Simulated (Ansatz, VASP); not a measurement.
One calculation of Sn, two programs

Contents of POSCAR:

```
Sn
1.0
   -1.8757054800      1.8757054800      1.8946520000
    1.8757054800     -1.8757054800      1.8946520000
    1.8757054800      1.8757054800     -1.8946520000
Sn
1
Direct
    0.0000000000      0.0000000000      0.0000000000
```

Contents of INCAR.step1:

```
SYSTEM = Sn
PREC = Accurate
ENCUT = 520
ISMEAR = -1
SIGMA = 0.05
LREAL = .FALSE.
LASPH = .TRUE.
NELM = 80
NBANDS = 13
GGA = PE
ALGO = Normal
EDIFF = 1E-4
LWAVE = .TRUE.
LCHARG = .FALSE.
```

The input INCAR.step2:

```
SYSTEM = Sn
PREC = Accurate
ENCUT = 520
EDIFF = 1E-7
ISMEAR = -1
SIGMA = 0.05
LREAL = .FALSE.
LASPH = .TRUE.
NELM = 80
ALGO = Normal
ISIF = 2
LWAVE = .FALSE.
LCHARG = .FALSE.
METAGGA = R2SCAN
LMIXTAU = .TRUE.
NBANDS = 13
ISTART = 1
```

KPOINTS

```
regular mesh
0
G
  13 13 13
  0 0 0
```

Input for Ansatz:

```yaml
crystal:
  lattice:
    - [-1.87570548, 1.87570548, 1.894652]
    - [1.87570548, -1.87570548, 1.894652]
    - [1.87570548, 1.87570548, -1.894652]
  atoms:
    - { symbol: Sn, position: [0.0, 0.0, 0.0] }
basis:
  ecutwfc: 571.4391111657479
kpoints:
  mp_grid:
    grid: [13, 13, 13]
hamiltonian:
  xc: r2scan
scf:
  occupations:
    method: fermi_dirac
    width: 0.05
output:
  stress: true
```

Alike in both runs: task single point; functional r2SCAN; k mesh 13 × 13 × 13; occupations fermi-dirac, width 0.05 eV; no spin polarisation.

|  | VASP | Ansatz |
| --- | --- | --- |
| version | VASP 6.6.1 | Ansatz 0.2.0 |
| potentials or method | VASP PAW PBE potentials, release 64 (Sn_d), cutoff 520 eV | plane waves, PAW |
| valence electrons in the cell | 14 | 14 |

```tsv
	VASP	Ansatz	Ansatz less VASP
pressure (GPa)	0.7	0.6	-0.01
traceless stress, the component that is largest in VASP (GPa)	0.48	0.48	+0.004
```

VASP's potentials were made for PBE, not for r2SCAN.
